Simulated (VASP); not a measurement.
# HgTe (I-4m2) in VASP: notebook

HgTe is run at these levels: PBE; tasks: single point.

Program: VASP 6.6.1. These are calculated values, not measurements. Logs are shortened: lines on timing, memory, paths and dates and some standing lists are left out, and cuts for length are marked.

## (1) The cell of the first run

It takes space group I-4m2 (No. 119, tetragonal). Conventional cell: a = 4.901 Å, b = 4.901 Å, c = 6.447 Å, α = 90.00°, β = 90.00°, γ = 90.00°. Hg (site symmetry -4m2) has 4 Te at 2.93 Å within 3.9 Å. Te (site symmetry -4m2) has 4 Hg at 2.93 Å within 3.9 Å.

## (2) Single point, PBE (strain +0.0750 x Voigt [1, 1, 0, 0, 0, 0])

The input, INCAR:

```
SYSTEM = HgTe
  ALGO = Normal
  EDIFF = 1E-6
  ENCUT = 520
  GGA = PE
  ISIF = 2
  ISMEAR = 0
  LASPH = .True.
  LCHARG = .True.
  LELF = .True.
  LREAL = .False.
  LVHAR = .True.
  LWAVE = .False.
  NBANDS = 16
  NELM = 80
  PREC = Accurate
  SIGMA = 0.15
```

The input, KPOINTS:

```
k-points
0
Gamma
  14 14 14
  0 0 0
```

The input, POSCAR:

```
HgTe
1.0
    0.0000000000      3.4652625000      3.2235000000
    3.4652625000      0.0000000000      3.2235000000
    3.4652625000      3.4652625000      0.0000000000
Hg Te
1 1
Direct
    0.0000000000      0.0000000000      0.0000000000
    0.7500000000      0.7500000000      0.7500000000
```

Potentials or basis: VASP PAW PBE potentials, release 64 (Hg, Te).

Run with:

```sh
> cat potpaw_PBE.64/Hg/POTCAR potpaw_PBE.64/Te/POTCAR > POTCAR
> mpirun -np 1 vasp_std > vasp.out
```

OUTCAR:

```text
SYSTEM = HgTe
   EDIFF = 1E-6
   ENCUT = 520
   GGA = PE
   ISIF = 2
   ISMEAR = 0
   LASPH = .True.
   LREAL = .False.
   NELM = 80
   PREC = Accurate

 ion  position               nearest neighbor table
   1  0.000  0.000  0.000-   2 2.93   2 2.93   2 2.93   2 2.93
   2  0.750  0.750  0.750-   1 2.93   1 2.93   1 2.93   1 2.93

  LATTYP: Found a body centered tetragonal cell.
 ALAT       =     4.9006212247
 C/A-ratio  =     1.3155474999

  Lattice vectors:

 A1 = (   0.0000000000,  -3.4652625000,  -3.2235000000)
 A2 = (   0.0000000000,   3.4652625000,  -3.2235000000)
 A3 = (   3.4652625000,   0.0000000000,   3.2235000000)

Analysis of symmetry for initial positions (statically):
=====================================================================
 Subroutine PRICEL returns:
 Original cell was already a primitive cell.

 Routine SETGRP: Setting up the symmetry group for a
 body centered tetragonal supercell.

 Subroutine GETGRP returns: Found  8 space group operations
 (whereof  8 operations were pure point group operations)
 out of a pool of 16 trial point group operations.

The static configuration has the point symmetry D_2d.

Analysis of symmetry for dynamics (positions and initial velocities):
=====================================================================
 Subroutine PRICEL returns:
 Original cell was already a primitive cell.

 Routine SETGRP: Setting up the symmetry group for a
 body centered tetragonal supercell.

 Subroutine GETGRP returns: Found  8 space group operations
 (whereof  8 operations were pure point group operations)
 out of a pool of 16 trial point group operations.

The dynamic configuration has the point symmetry D_2d.

 Subroutine INISYM returns: Found  8 space group operations
 (whereof  8 operations are pure point group operations),
 and found     1 'primitive' translations

----------------------------------------------------------------------------------------

                                     Primitive cell

  volume of cell :      77.4159

  direct lattice vectors                    reciprocal lattice vectors
     0.000000000  3.465262500  3.223500000    -0.144289213  0.144289213  0.155110904
     3.465262500  0.000000000  3.223500000     0.144289213 -0.144289213  0.155110904
     3.465262500  3.465262500  0.000000000     0.144289213  0.144289213 -0.155110904

  length of vectors
     4.732757805  4.732757805  4.900621225     0.256316497  0.256316497  0.256316497

  position of ions in fractional coordinates (direct lattice)
     0.000000000  0.000000000  0.000000000
     0.750000000  0.750000000  0.750000000

  ion indices of the primitive-cell ions
   primitive index   ion index
                 1           1
                 2           2

----------------------------------------------------------------------------------------

 KPOINTS: k-points

Automatic generation of k-mesh.
 Grid dimensions read from file:
 generate k-points for:   14   14   14

 Generating k-lattice:

  Cartesian coordinates                     Fractional coordinates (reciprocal lattice)
    -0.010306372  0.010306372  0.011079350     0.071428571 -0.000000000  0.000000000
     0.010306372 -0.010306372  0.011079350    -0.000000000  0.071428571  0.000000000
     0.010306372  0.010306372 -0.011079350     0.000000000  0.000000000  0.071428571

  Length of vectors
     0.018308321  0.018308321  0.018308321

  Shift w.r.t. Gamma in fractional coordinates (k-lattice)
     0.000000000  0.000000000  0.000000000

 Subroutine IBZKPT returns following result:
 ===========================================

 Found    244 irreducible k-points:

 Following reciprocal coordinates:
            Coordinates               Weight
  0.000000  0.000000  0.000000      1.000000
  0.071429  0.000000  0.000000      8.000000
  0.142857  0.000000  0.000000      8.000000
  0.214286 -0.000000  0.000000      8.000000
  0.285714  0.000000  0.000000      8.000000
  0.357143  0.000000  0.000000      8.000000
[... 16 lines left out ...]
  0.214286  0.142857  0.000000      8.000000
  0.285714  0.142857  0.000000      8.000000
 [... further k-points ...]
   k-points           NKPTS =    244   k-points in BZ     NKDIM =    244   number of bands    NBANDS=     16
   number of dos      NEDOS =    301   number of ions     NIONS =      2
   total plane-waves  NPLWV =  46656
   dimension x,y,z NGX =    36 NGY =   36 NGZ =   36
   dimension x,y,z NGXF=    72 NGYF=   72 NGZF=   72
   ions per type =               1   1
   NGX,Y,Z   is equivalent  to a cutoff of  12.65, 12.65, 12.21 a.u.
   NGXF,Y,Z  is equivalent  to a cutoff of  25.29, 25.29, 24.42 a.u.
 SYSTEM =  HgTe
   PREC   = accura    normal or accurate (medium, high low for compatibility)
   ISTART =      0    job   : 0-new  1-cont  2-samecut
   ICHARG =      2    charge: 1-file 2-atom 10-const
   ISPIN  =      1    spin polarized calculation?
   LNONCOLLINEAR =      F non collinear calculations
   LSORBIT =      F    spin-orbit coupling
   LASPH  =      T    aspherical Exc in radial PAW
   ENCUT  =  520.0 eV  38.22 Ry    6.18 a.u.   8.80  8.80  9.11*2*pi/ulx,y,z
   NELM   =     80;   NELMIN=  2; NELMDL= -5     # of ELM steps
   EDIFF  = 0.1E-05   stopping-criterion for ELM
   LREAL  =      F    real-space projection
   EDIFFG = 0.1E-04   stopping-criterion for IOM
   NSW    =      0    number of steps for IOM
   IBRION =     -1    ionic relax: 0-MD 1-quasi-New 2-CG
   NFREE  =      0    steps in history (QN), initial steepest desc. (CG)
   ISIF   =      2    stress and relaxation
   ISYM   =      2    0-nonsym 1-usesym 2-fastsym
   POTIM  = 0.5000    time-step for ionic-motion
   TEBEG  =    0.0;   TEEND  =   0.0 temperature during run
   PSTRESS=    0.0 pullay stress
   NELECT =      18.0000    total number of electrons
   NUPDOWN=      -1.0000    fix difference up-down
   EMIN   =  10.00;   EMAX   =-10.00  energy-range for DOS
   EFERMI =   0.00;   METHOD = LEGACY
   ISMEAR =     0;   SIGMA  =   0.15  broadening in eV -4-tet -1-fermi 0-gaus
   EFERMI_NEDOS =   21; number of points for ismear=-14 and -15
   IALGO  =     38    algorithm
   IMIX   =      4    mixing-type and parameters
     AMIX     =   0.40;   BMIX     =  1.00
     AMIX_MAG =   1.60;   BMIX_MAG =  1.00
  volume/ion in A,a.u.               =      38.71       261.21
  Fermi-wavevector in a.u.,A,eV,Ry     =   1.006674  1.902339 13.788053  1.013393
  Thomas-Fermi vector in A             =   2.139432
   LORBIT       =      0    0 simple, 1 ext, 2 COOP (PROOUT), +10 PAW based schemes
   GGA     = PE    functional components
   LHFCALC =     F    Hartree Fock is set to
   AEXX    =    0.0000 exact exchange contribution
   IVDW    =     0    specifies the selected vdW correction
   LEPSILON=     F    determine dielectric tensor
   LRPA    =     F    only Hartree local field effects (RPA)
 non-spin polarized calculation
 Gauss-broadening in eV      SIGMA  =   0.15
  energy-cutoff  :      520.00
  volume of cell :       77.42
 maximum number of plane-waves:      2112
   NGX = 17   NGY = 17   NGZ = 19

 number of electron      18.0000002 magnetization

 Free energy of the ion-electron system (eV)
  ---------------------------------------------------
  ext. energy  EPLUGINS =         0.00000000
  ---------------------------------------------------
  free energy    TOTEN  =        -3.62186085 eV

  energy without entropy =       -3.62138302  energy(sigma->0) =       -3.62162193

 E-fermi :   1.8995     XC(G=0):  -8.1371

 val. band max:        1.8692265025   @ k =   0.0000   0.0000   0.0000
 cond. band min:       2.0149271674   @ k =   0.0714   0.0000   0.0000
 fundamental gap:      0.1457006649
 Fermi energy:         1.8994944780

 k-point     1 :       0.0000    0.0000    0.0000
  band No.  band energies     occupation
      1      -9.3448      2.00000
      2      -4.8875      2.00000
      3      -4.8875      2.00000
      4      -4.8760      2.00000
      5      -4.5248      2.00000
      6      -4.4947      2.00000
[... 8 lines left out ...]
     15      10.6950      0.00000
     16      11.3611      0.00000

 k-point     2 :       0.0714    0.0000    0.0000
  band No.  band energies     occupation
      1      -9.3256      2.00000
      2      -4.8825      2.00000
      3      -4.8816      2.00000
      4      -4.8675      2.00000
      5      -4.5247      2.00000
      6      -4.4956      2.00000
[... 8 lines left out ...]
     15      10.4269      0.00000
     16      10.8690      0.00000

 k-point     3 :       0.1429    0.0000    0.0000
  band No.  band energies     occupation
      1      -9.2711      2.00000
      2      -4.8688      2.00000
      3      -4.8652      2.00000
      4      -4.8390      2.00000
      5      -4.5236      2.00000
      6      -4.4977      2.00000
[... 8 lines left out ...]
     15      10.1382      0.00000
     16      10.5430      0.00000

 k-point     4 :       0.2143   -0.0000    0.0000
  band No.  band energies     occupation
      1      -9.1901      2.00000
      2      -4.8505      2.00000
      3      -4.8427      2.00000
      4      -4.7810      2.00000
      5      -4.5202      2.00000
      6      -4.4996      2.00000
[... 8 lines left out ...]
     15      10.0720      0.00000
     16      10.5165      0.00000
[... 324 lines left out ...]
 k-point    22 :       0.1429    0.1429    0.0000
  band No.  band energies     occupation
      1      -9.2411      2.00000
      2      -4.8519      2.00000
      3      -4.8489      2.00000
      4      -4.8489      2.00000
      5      -4.5138      2.00000
      6      -4.5041      2.00000
[... 8 lines left out ...]
     15      10.1327      0.00000
     16      10.8409      0.00000

 k-point    23 :       0.2143    0.1429    0.0000
  band No.  band energies     occupation
      1      -9.1786      2.00000
      2      -4.8419      2.00000
      3      -4.8283      2.00000
      4      -4.8094      2.00000
      5      -4.5082      2.00000
      6      -4.5056      2.00000
[... 8 lines left out ...]
     15      10.5291      0.00000
     16      10.8399      0.00000

 k-point    24 :       0.2857    0.1429    0.0000
  band No.  band energies     occupation
      1      -9.0971      2.00000
      2      -4.8250      2.00000
      3      -4.8071      2.00000
      4      -4.7417      2.00000
      5      -4.5013      2.00000
      6      -4.4995      2.00000
[... 8 lines left out ...]
     15      10.8314      0.00000
     16      10.9491      0.00000

 [... further k-points ...]
[... 5 lines left out ...]
  --------------------------------------------------------------------------------------
  -------------------------------------------------------------------------------------
  Total       -0.9127977     -0.9127977     -0.4203923      0.0000000      0.0000000      0.0000000
  in kB      -18.8910105    -18.8910105     -8.7003235      0.0000000      0.0000000      0.0000000
  external PRESSURE =     -15.4941149 kB  Pullay stress =       0.0000000 kB

 VOLUME and BASIS-vectors are now :
 -----------------------------------------------------------------------------
  energy-cutoff  :      520.00
  volume of cell :       77.42
      direct lattice vectors                 reciprocal lattice vectors
     0.000000000  3.465262500  3.223500000    -0.144289213  0.144289213  0.155110904
     3.465262500  0.000000000  3.223500000     0.144289213 -0.144289213  0.155110904
     3.465262500  3.465262500  0.000000000     0.144289213  0.144289213 -0.155110904

 POSITION                                       TOTAL-FORCE (eV/Angst)
 -----------------------------------------------------------------------------------
      0.00000      0.00000      0.00000        -0.000000     -0.000000      0.000000
      5.19789      5.19789      4.83525         0.000000      0.000000      0.000000
 -----------------------------------------------------------------------------------
    total drift:                                0.000000      0.000000     -0.000000

  FREE ENERGIE OF THE ION-ELECTRON SYSTEM (eV)
  ---------------------------------------------------
  free  energy   TOTEN  =        -3.6218608455 eV

  energy  without entropy=       -3.6213830195  energy(sigma->0) =       -3.62162193
```

Wall time 6.8 min (1 thread of AMD EPYC 7R13, shared host); peak memory 0.42 GiB.

What came out:

- Free energy: -3.6219 eV
- Pressure: -1.5 GPa

Caveat: the cell differs from its parent crystal (strain +0.0750 x Voigt [1, 1, 0, 0, 0, 0]); spin-orbit coupling is left out, which moves the levels of the heavy elements.

[end of part 1 of 2]
